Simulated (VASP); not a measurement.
# EuCr (Pm-3m) in VASP: single point with r2SCAN

Aim: the single point of EuCr with r2SCAN.

Program: VASP 6.6.1. These are calculated values, not measurements. Logs are shortened: lines on timing, memory, paths and dates and some standing lists are left out, and cuts for length are marked.

## 1. The cell of the first run

The structure is cubic, space group Pm-3m (No. 221). Conventional cell: a = 3.682 Å, b = 3.682 Å, c = 3.682 Å, α = 90.00°, β = 90.00°, γ = 90.00°. Cr (site symmetry m-3m) has 8 Eu at 3.19 Å and 6 Cr at 3.68 Å within 4.2 Å. Within 4.2 Å of Eu (site symmetry m-3m) lie 8 Cr at 3.19 Å and 6 Eu at 3.68 Å.

## 2. Single point, r2SCAN

POSCAR reads:

```
EuCr
1.0
    3.6816445100      0.0000000000      0.0000000000
    0.0000000000      3.6816445100      0.0000000000
    0.0000000000      0.0000000000      3.6816445100
Cr Eu
1 1
Direct
    0.5000000000      0.5000000000      0.5000000000
    0.0000000000      0.0000000000      0.0000000000
```

INCAR.step1 reads:

```
ALGO     = Normal         # electronic algorithm
EDIFF    = 1E-5           # SCF threshold, eV
ENCUT    = 800            # plane-wave cutoff, eV
GGA      = PE             # functional
GGA_COMPAT= False        
ISMEAR   = 1              # smearing method
LASPH    = True           # aspherical terms in the spheres
LCHARG   = False          # write CHGCAR
LMAXMIX  = 6              # l up to which the mixer works
LREAL    = False          # projectors in reciprocal space
LWAVE    = True           # write WAVECAR
NBANDS   = 22             # bands
NELM     = 200            # most SCF steps
PREC     = Accurate       # precision mode
SIGMA    = 0.2469         # smearing width, eV
```

INCAR.step2 reads:

```
ALGO     = Normal         # electronic algorithm
EDIFF    = 1E-6           # SCF threshold, eV
ENCUT    = 800            # plane-wave cutoff, eV
GGA_COMPAT= False        
ISIF     = 2              # what is computed and relaxed
ISMEAR   = 1              # smearing method
ISTART   = 1            
LASPH    = True           # aspherical terms in the spheres
LCHARG   = True           # write CHGCAR
LELF     = True           # ELF
LMAXMIX  = 6              # l up to which the mixer works
LMIXTAU  = True         
LREAL    = False          # projectors in reciprocal space
LVHAR    = True         
LWAVE    = False          # write WAVECAR
METAGGA  = R2SCAN         # meta-GGA
NBANDS   = 22             # bands
NELM     = 200            # most SCF steps
PREC     = Accurate       # precision mode
SIGMA    = 0.2469         # smearing width, eV
```

KPOINTS reads:

```
Automatic mesh
0
Gamma
  5 5 5
  0.5 0.5 0.5
```

Potentials or basis: VASP PAW PBE potentials, release 64 (Cr_pv, Eu).

On the command line:

```console
$ cat potpaw_PBE.64/Cr_pv/POTCAR potpaw_PBE.64/Eu/POTCAR > POTCAR
$ cp INCAR.step1 INCAR
$ mpirun -np 1 vasp_std > vasp.out
$ cp INCAR.step2 INCAR
$ mpirun -np 1 vasp_std > vasp.out
```

OUTCAR:

```text
EDIFF = 1E-6
   ENCUT = 800
   ISIF = 2
   ISMEAR = 1
   ISTART = 1
   LASPH = True
   LREAL = False
   METAGGA = R2SCAN
   NELM = 200
   PREC = Accurate

 ion  position               nearest neighbor table
   1  0.500  0.500  0.500-   2 3.19   2 3.19   2 3.19   2 3.19   2 3.19   2 3.19   2 3.19   2 3.19

   2  0.000  0.000  0.000-   1 3.19   1 3.19   1 3.19   1 3.19   1 3.19   1 3.19   1 3.19   1 3.19

  LATTYP: Found a simple cubic cell.
 ALAT       =     3.6816445100

  Lattice vectors:

 A1 = (   3.6816445100,   0.0000000000,   0.0000000000)
 A2 = (   0.0000000000,   3.6816445100,   0.0000000000)
 A3 = (   0.0000000000,   0.0000000000,   3.6816445100)

Analysis of symmetry for initial positions (statically):
=====================================================================
 Subroutine PRICEL returns:
 Original cell was already a primitive cell.

 Routine SETGRP: Setting up the symmetry group for a
 simple cubic supercell.

 Subroutine GETGRP returns: Found 48 space group operations
 (whereof 48 operations were pure point group operations)
 out of a pool of 48 trial point group operations.

The static configuration has the point symmetry O_h .

Analysis of symmetry for dynamics (positions and initial velocities):
=====================================================================
 Subroutine PRICEL returns:
 Original cell was already a primitive cell.

 Routine SETGRP: Setting up the symmetry group for a
 simple cubic supercell.

 Subroutine GETGRP returns: Found 48 space group operations
 (whereof 48 operations were pure point group operations)
 out of a pool of 48 trial point group operations.

The dynamic configuration has the point symmetry O_h .

 Subroutine INISYM returns: Found 48 space group operations
 (whereof 48 operations are pure point group operations),
 and found     1 'primitive' translations

----------------------------------------------------------------------------------------

                                     Primitive cell

  volume of cell :      49.9029

  direct lattice vectors                    reciprocal lattice vectors
     3.681644510  0.000000000  0.000000000     0.271617751  0.000000000  0.000000000
     0.000000000  3.681644510  0.000000000     0.000000000  0.271617751  0.000000000
     0.000000000  0.000000000  3.681644510     0.000000000  0.000000000  0.271617751

  length of vectors
     3.681644510  3.681644510  3.681644510     0.271617751  0.271617751  0.271617751

  position of ions in fractional coordinates (direct lattice)
     0.500000000  0.500000000  0.500000000
     0.000000000  0.000000000  0.000000000

  ion indices of the primitive-cell ions
   primitive index   ion index
                 1           1
                 2           2

----------------------------------------------------------------------------------------

 KPOINTS: Automatic mesh

Automatic generation of k-mesh.
 Grid dimensions read from file:
 generate k-points for:    5    5    5

 Generating k-lattice:

  Cartesian coordinates                     Fractional coordinates (reciprocal lattice)
     0.054323550  0.000000000  0.000000000     0.200000000  0.000000000  0.000000000
     0.000000000  0.054323550  0.000000000     0.000000000  0.200000000  0.000000000
     0.000000000  0.000000000  0.054323550     0.000000000  0.000000000  0.200000000

  Length of vectors
     0.054323550  0.054323550  0.054323550

  Shift w.r.t. Gamma in fractional coordinates (k-lattice)
     0.500000000  0.500000000  0.500000000

 Subroutine IBZKPT returns following result:
 ===========================================

 Found     10 irreducible k-points:

 Following reciprocal coordinates:
            Coordinates               Weight
  0.100000  0.100000  0.100000      8.000000
  0.300000  0.100000  0.100000     24.000000
  0.500000  0.100000  0.100000     12.000000
  0.300000  0.300000  0.100000     24.000000
  0.500000  0.300000  0.100000     24.000000
  0.500000  0.500000  0.100000      6.000000
  0.300000  0.300000  0.300000      8.000000
  0.500000  0.300000  0.300000     12.000000
  0.500000  0.500000  0.300000      6.000000
  0.500000  0.500000  0.500000      1.000000
   k-points           NKPTS =     10   k-points in BZ     NKDIM =     10   number of bands    NBANDS=     22
   number of dos      NEDOS =    301   number of ions     NIONS =      2
   total plane-waves  NPLWV =  46656
   dimension x,y,z NGX =    36 NGY =   36 NGZ =   36
   dimension x,y,z NGXF=    72 NGYF=   72 NGZF=   72
   ions per type =               1   1
   NGX,Y,Z   is equivalent  to a cutoff of  16.26, 16.26, 16.26 a.u.
   NGXF,Y,Z  is equivalent  to a cutoff of  32.51, 32.51, 32.51 a.u.
 SYSTEM =  unknown system
   PREC   = accura    normal or accurate (medium, high low for compatibility)
   ISTART =      1    job   : 0-new  1-cont  2-samecut
   ICHARG =      0    charge: 1-file 2-atom 10-const
   ISPIN  =      1    spin polarized calculation?
   LNONCOLLINEAR =      F non collinear calculations
   LSORBIT =      F    spin-orbit coupling
   LASPH  =      T    aspherical Exc in radial PAW
   ENCUT  =  800.0 eV  58.80 Ry    7.67 a.u.   8.49  8.49  8.49*2*pi/ulx,y,z
   NELM   =    200;   NELMIN=  2; NELMDL=  0     # of ELM steps
   EDIFF  = 0.1E-05   stopping-criterion for ELM
   LREAL  =      F    real-space projection
   EDIFFG = 0.1E-04   stopping-criterion for IOM
   NSW    =      0    number of steps for IOM
   IBRION =     -1    ionic relax: 0-MD 1-quasi-New 2-CG
   NFREE  =      0    steps in history (QN), initial steepest desc. (CG)
   ISIF   =      2    stress and relaxation
   ISYM   =      2    0-nonsym 1-usesym 2-fastsym
   POTIM  = 0.5000    time-step for ionic-motion
   TEBEG  =    0.0;   TEEND  =   0.0 temperature during run
   PSTRESS=    0.0 pullay stress
   NELECT =      29.0000    total number of electrons
   NUPDOWN=      -1.0000    fix difference up-down
   EMIN   =  10.00;   EMAX   =-10.00  energy-range for DOS
   EFERMI =   0.00;   METHOD = LEGACY
   ISMEAR =     1;   SIGMA  =   0.25  broadening in eV -4-tet -1-fermi 0-gaus
   EFERMI_NEDOS =   21; number of points for ismear=-14 and -15
   IALGO  =     38    algorithm
   IMIX   =      4    mixing-type and parameters
     AMIX     =   0.40;   BMIX     =  1.00
     AMIX_MAG =   1.60;   BMIX_MAG =  1.00
  volume/ion in A,a.u.               =      24.95       168.38
  Fermi-wavevector in a.u.,A,eV,Ry     =   1.366152  2.581653 25.393518  1.866371
  Thomas-Fermi vector in A             =   2.492318
   LORBIT       =      0    0 simple, 1 ext, 2 COOP (PROOUT), +10 PAW based schemes
   METAGGA = R2SCAN    functional components
   LHFCALC =     F    Hartree Fock is set to
   AEXX    =    0.0000 exact exchange contribution
   IVDW    =     0    specifies the selected vdW correction
   LEPSILON=     F    determine dielectric tensor
   LRPA    =     F    only Hartree local field effects (RPA)
 non-spin polarized calculation
 Methfessel and Paxton  Order N= 1 SIGMA  =   0.25
  energy-cutoff  :      800.00
  volume of cell :       49.90
 maximum number of plane-waves:      2575
 NGX is ok and might be reduce to    36
   NGX = 17   NGY = 17   NGZ = 17

 number of electron      29.0000001 magnetization

 Free energy of the ion-electron system (eV)
  ---------------------------------------------------
  ext. energy  EPLUGINS =         0.00000000
  ---------------------------------------------------
  free energy    TOTEN  =       -43.97280511 eV

  energy without entropy =      -43.94276416  energy(sigma->0) =      -43.96279146

 E-fermi :   3.7662     XC(G=0): -11.3316

 val. band max:        3.7368782090   @ k =   0.5000   0.3000   0.3000
 cond. band min:       3.7677980045   @ k =   0.5000   0.5000   0.1000
 fundamental gap:      0.0309197955
 Fermi energy:         3.7662280325

 k-point     1 :       0.1000    0.1000    0.1000
  band No.  band energies     occupation
      1     -40.4897      2.00000
      2     -40.4890      2.00000
      3     -40.4890      2.00000
      4     -38.0005      2.00000
      5     -16.2164      2.00000
      6     -16.2041      2.00000
[... 14 lines left out ...]
     21       6.5823     -0.00000
     22       6.5825     -0.00000

 k-point     2 :       0.3000    0.1000    0.1000
  band No.  band energies     occupation
      1     -40.4958      2.00000
      2     -40.4887      2.00000
      3     -40.4886      2.00000
      4     -37.9849      2.00000
      5     -16.4623      2.00000
      6     -16.1866      2.00000
[... 14 lines left out ...]
     21       5.9066     -0.00000
     22       6.2267     -0.00000

 k-point     3 :       0.5000    0.1000    0.1000
  band No.  band energies     occupation
      1     -40.4998      2.00000
      2     -40.4883      2.00000
      3     -40.4883      2.00000
      4     -37.9753      2.00000
      5     -16.6119      2.00000
      6     -16.1712      2.00000
[... 14 lines left out ...]
     21       5.2378     -0.00000
     22       5.9172     -0.00000

 k-point     4 :       0.3000    0.3000    0.1000
  band No.  band energies     occupation
      1     -40.4950      2.00000
      2     -40.4939      2.00000
      3     -40.4881      2.00000
      4     -37.9717      2.00000
      5     -16.4360      2.00000
      6     -16.4156      2.00000
[... 14 lines left out ...]
     21       5.7959     -0.00000
     22       6.2980     -0.00000

 k-point     5 :       0.5000    0.3000    0.1000
  band No.  band energies     occupation
      1     -40.4980      2.00000
      2     -40.4936      2.00000
      3     -40.4879      2.00000
      4     -37.9634      2.00000
      5     -16.5685      2.00000
      6     -16.4031      2.00000
[... 14 lines left out ...]
     21       5.2952     -0.00000
     22       6.2760     -0.00000

 k-point     6 :       0.5000    0.5000    0.1000
  band No.  band energies     occupation
      1     -40.4969      2.00000
      2     -40.4969      2.00000
      3     -40.4876      2.00000
      4     -37.9561      2.00000
      5     -16.5413      2.00000
      6     -16.5413      2.00000
[... 14 lines left out ...]
     21       5.7092     -0.00000
     22       5.7092     -0.00000

 k-point     7 :       0.3000    0.3000    0.3000
  band No.  band energies     occupation
      1     -40.4941      2.00000
      2     -40.4934      2.00000
      3     -40.4934      2.00000
      4     -37.9586      2.00000
      5     -16.4058      2.00000
      6     -16.3900      2.00000
[... 14 lines left out ...]
     21       5.8171     -0.00000
     22       5.8171     -0.00000

 k-point     8 :       0.5000    0.3000    0.3000
  band No.  band energies     occupation
      1     -40.4970      2.00000
      2     -40.4932      2.00000
      3     -40.4930      2.00000
      4     -37.9505      2.00000
      5     -16.5348      2.00000
      6     -16.3786      2.00000
[... 14 lines left out ...]
     21       5.2650     -0.00000
     22       5.5295     -0.00000

 k-point     9 :       0.5000    0.5000    0.3000
  band No.  band energies     occupation
      1     -40.4963      2.00000
      2     -40.4963      2.00000
      3     -40.4928      2.00000
      4     -37.9425      2.00000
      5     -16.5137      2.00000
      6     -16.5137      2.00000
[... 14 lines left out ...]
     21       5.2285     -0.00000
     22       5.2285     -0.00000

 k-point    10 :       0.5000    0.5000    0.5000
  band No.  band energies     occupation
      1     -40.4960      2.00000
      2     -40.4960      2.00000
      3     -40.4960      2.00000
      4     -37.9340      2.00000
      5     -16.4966      2.00000
      6     -16.4965      2.00000
[... 14 lines left out ...]
     21       5.1807     -0.00000
     22       5.1828     -0.00000

------------------------ aborting loop because EDIFF is reached ----------------------------------------

  FORCE on cell =-STRESS in cart. coord.  units (eV):
  Direction    XX          YY          ZZ          XY          YZ          ZX
  --------------------------------------------------------------------------------------
  -------------------------------------------------------------------------------------
  Total       -4.2636300     -4.2636300     -4.2636300      0.0000000      0.0000000     -0.0000000
  in kB     -136.8877338   -136.8877338   -136.8877338      0.0000000      0.0000000     -0.0000000
  external PRESSURE =    -136.8877338 kB  Pullay stress =       0.0000000 kB

 VOLUME and BASIS-vectors are now :
 -----------------------------------------------------------------------------
  energy-cutoff  :      800.00
  volume of cell :       49.90
      direct lattice vectors                 reciprocal lattice vectors
     3.681644510  0.000000000  0.000000000     0.271617751  0.000000000  0.000000000
     0.000000000  3.681644510  0.000000000     0.000000000  0.271617751  0.000000000
     0.000000000  0.000000000  3.681644510     0.000000000  0.000000000  0.271617751

 POSITION                                       TOTAL-FORCE (eV/Angst)
 -----------------------------------------------------------------------------------
      1.84082      1.84082      1.84082         0.000000      0.000000      0.000000
      0.00000      0.00000      0.00000         0.000000      0.000000      0.000000
 -----------------------------------------------------------------------------------
    total drift:                                0.000000      0.000000      0.000000

  FREE ENERGIE OF THE ION-ELECTRON SYSTEM (eV)
  ---------------------------------------------------
  free  energy   TOTEN  =       -43.9728051109 eV

  energy  without entropy=      -43.9427641640  energy(sigma->0) =      -43.96279146
```

Run time: 2.2 min. Hardware: 1 thread of Intel Xeon Platinum 8488C (Sapphire Rapids), shared host; peak memory 0.24 GiB.

Results:

```
Free energy            : -43.9728 eV
Pressure               : -13.7 GPa
Band gap on the k mesh : zero (an odd number of electrons rules out a gap without spin polarisation)
```

Levels at points of the mesh, in eV from the Fermi level:
```
           k point  band 12  band 13  band 14  band 15  band 16  band 17
(0.50, 0.50, 0.50)    -0.22    -0.22    -0.22    -0.09    -0.09    -0.09
```

Caveat: the cell stands under tension; the PAW data sets were made with another functional, which shifts forces and pressure a little; spin-orbit coupling is left out, which moves the levels of the heavy elements; the run has no spin polarisation, though such a crystal can be magnetic; semilocal functionals describe open f shells poorly, which spoils levels, moments and volumes.

The gap in the log of VASP goes by the Fermi energy; the results here count the filled bands.